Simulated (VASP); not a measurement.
## Be: single point with LDA

Crystal: Be.

```
CELL_PARAMETERS angstrom
3.74681 0.00000 0.00000
0.00000 3.74681 0.00000
0.00000 0.00000 2.28128
ATOMIC_POSITIONS crystal
Be 0.30266 0.27090 0.98617
Be 0.69505 0.72862 0.99881
Be 0.19612 0.76609 0.53079
Be 0.80616 0.23440 0.48423
```

| Item | Value |
| --- | --- |
| Program | VASP 6.6.1 |
| Task | single point |
| Functional | LDA |
| Potentials or basis | VASP PAW LDA potentials, release 64 (Be) |
| Cutoff | 600 eV |
| k mesh | 4 × 4 × 6 |
| Occupations | fermi-dirac, width 0.1 eV |
| Spin | no spin polarisation |

```json
{"Pressure": "-5.5 GPa", "Largest force": "0.730 eV/Å", "Band gap on the k mesh": "zero (band 4 reaches 7.52 eV, above the bottom of band 5 at 6.47 eV)"}
```

Forces in eV/Å, atoms in the order of the input:
```
Be   0.322 -0.047  0.324
Be  -0.207  0.058  0.109
Be  -0.279  0.159 -0.656
Be   0.163 -0.170  0.223
```

Stress tensor (GPa, compression positive):
```
 -0.22  -0.21   0.89
 -0.21 -17.05  -0.48
  0.89  -0.48   0.64
```

Levels at points of the mesh, in eV from the Fermi level:
| k point | band 1 | band 2 | band 3 | band 4 | band 5 | band 6 | band 7 | band 8 | band 9 |
| --- | --- | --- | --- | --- | --- | --- | --- | --- | --- |
| (0.00, 0.00, 0.00) | -11.07 | -4.95 | -4.62 | -1.33 | -0.12 | 3.72 | 4.89 | 7.77 | 9.05 |
| (0.50, 0.00, 0.00) | -9.15 | -9.13 | -2.47 | -2.40 | 0.94 | 0.96 | 9.13 | 9.23 | 11.37 |
| (0.00, 0.50, 0.00) | -9.18 | -9.09 | -2.87 | -2.76 | 1.79 | 1.80 | 8.56 | 8.86 | 11.22 |
| (0.50, 0.50, 0.00) | -7.21 | -7.19 | -7.12 | -7.07 | 8.15 | 8.27 | 8.56 | 8.79 | 12.75 |
| (0.00, 0.00, 0.50) | -5.84 | -5.75 | 0.89 | 0.91 | 1.74 | 2.08 | 2.16 | 2.51 | 7.31 |
| (0.50, 0.00, 0.50) | -4.70 | -4.45 | -3.56 | -3.16 | 3.41 | 3.92 | 5.12 | 5.77 | 6.21 |
| (0.00, 0.50, 0.50) | -4.29 | -4.09 | -3.88 | -3.65 | 3.71 | 4.06 | 4.32 | 4.67 | 7.47 |
| (0.50, 0.50, 0.50) | -3.78 | -3.75 | -3.61 | -3.57 | 1.75 | 1.78 | 1.96 | 2.01 | 12.21 |

It took 25 s on 1 thread of Intel Xeon 8259CL (shared host), peak memory 0.13 GiB.

Caveat: the k points lie up to 0.46 Å⁻¹ apart.
